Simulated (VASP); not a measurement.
RbTlS, 3 atoms in the cell. The structure is tetragonal, space group P4/mmm (No. 123). The conventional cell has a = 4.490 Å, b = 4.490 Å, c = 6.197 Å, α = 90.00°, β = 90.00°, γ = 90.00°. Within 4.1 Å of Rb (site symmetry 4/mmm) lie 2 S at 3.10 Å. Within 4.2 Å of Tl (site symmetry 4/mmm) lie 4 S at 3.18 Å. S (site symmetry 4/mmm) has 2 Rb at 3.10 Å and 4 Tl at 3.18 Å within 4.1 Å. The cell was built from a structure type or drawn by symmetry, and may not be a known phase.

| Item | Value |
| --- | --- |
| Program | VASP 6.6.1 |
| Task | single point |
| Functional | PBE |
| Potentials or basis | VASP PAW PBE potentials, release 64 (Rb_sv, Tl_d, S) |
| Cutoff | 500 eV |
| k mesh | 3 × 3 × 2 |
| Occupations | gaussian, width 0.15 eV |
| Spin | no spin polarisation |
| Dipole correction | no |
| Further INCAR settings | ALGO = Normal; EDIFF = 1e-06; NBANDS = 21 |

Potentials or basis: VASP PAW PBE potentials, release 64 (Rb_sv, Tl_d, S).

Command:

```bash
$ cat potpaw_PBE.64/Rb_sv/POTCAR potpaw_PBE.64/Tl_d/POTCAR potpaw_PBE.64/S/POTCAR > POTCAR
$ mpirun -np 1 vasp_std > vasp.out
```

Hardware: 1 thread of Intel(R) Xeon(R) 6975P-C (Granite Rapids) (shared host).

**Question.** Estimate the wall time of this run.

**Answer.** Wall time 11 s on 1 thread of Intel(R) Xeon(R) 6975P-C (Granite Rapids), on a shared host, peak memory 0.24 GiB. Counts: scf iterations 15, k points 6.
